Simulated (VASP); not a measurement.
A run of VASP 6.6.1 is set up as follows.

File INCAR:

```
SYSTEM = ZnS
  PREC = Accurate
  ENCUT = 520
  EDIFF = 1E-6
  ISMEAR = -1
  SIGMA = 0.05
  LREAL = .FALSE.
  LASPH = .TRUE.
  NELM = 80
  ALGO = Normal
  ISIF = 2
  LWAVE = .FALSE.
  LCHARG = .FALSE.
  GGA = RP
  IVDW = 13
  NBANDS = 26
```

The input KPOINTS:

```
Automatic mesh
0
G
  8 8 5
  0 0 0
```

Contents of POSCAR:

```
ZnS
1.0
    3.8611504880      0.0000000000      0.0000000000
   -1.9305752440      3.3438544104      0.0000000000
    0.0000000000      0.0000000000      6.3160357234
Zn S
2 2
Direct
    0.6666666667      0.3333333333      0.5000000000
    0.3333333333      0.6666666667      0.0000000000
    0.6666666667      0.3333333333      0.8850000000
    0.3333333333      0.6666666667      0.3850000000
```

Potentials or basis: VASP PAW PBE potentials, release 64 (Zn, S).

Run with:

```console
$ cat potpaw_PBE.64/Zn/POTCAR potpaw_PBE.64/S/POTCAR > POTCAR
$ mpirun -np 1 vasp_std > vasp.out
```

(1) Predict the pressure.

(2) What does it give for the dispersion energy per atom?

Answers

(1) -3.4 GPa.

(2) -0.576 eV.

Caveat: the PAW data sets were made with another functional, which shifts forces and pressure a little.
